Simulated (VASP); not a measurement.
Input of a VASP 6.6.1 run:

Contents of INCAR:

```
PREC = Accurate
ENCUT = 500
EDIFF = 1E-6
ISMEAR = 0
SIGMA = 0.05
LREAL = False
LASPH = True
NELM = 120
ALGO = Normal
ISIF = 2
LWAVE = False
LCHARG = False
GGA = PE
NBANDS = 16
GGA_COMPAT = False
```

The input KPOINTS:

```
regular mesh
0
Gamma
  10 10 10
```

Contents of POSCAR:

```
Si
1.0
    0.0000000000      0.0000000000      3.8447713200
   -3.3254442900      3.3254442900      1.9223856600
   -3.3254442900     -3.3254442900      1.9223856600
Si
4
Direct
    0.1788010600      0.0000000000      0.6423978800
    0.8211989400      0.0000000000      0.3576021200
    0.8429509635      0.3657426122     -0.0055385824
    0.1788010600      0.6423978800      0.0000000000
```

Potentials or basis: VASP PAW PBE potentials, release 64 (Si).

The run is started by

```console
$ cat potpaw_PBE.64/Si/POTCAR > POTCAR
$ mpirun -np 1 vasp_std > vasp.out
```

Task: What does it give for the band gap on the k mesh?

Result: 0.22 eV.

Task: Predict the pressure.

Result: 1.4 GPa.

Task: Predict the largest force.

Result: 1.486 eV/Å.

Forces on the atoms (eV/Å):
```
Si  -0.075  0.030  0.050
Si  -0.005  0.315  0.054
Si   0.364 -0.668 -1.276
Si  -0.283  0.323  1.172
```

Caveat: forces of over 1 eV/Å act on the atoms, so gaps and moduli don't describe the material at rest. A k mesh can miss the band edges.
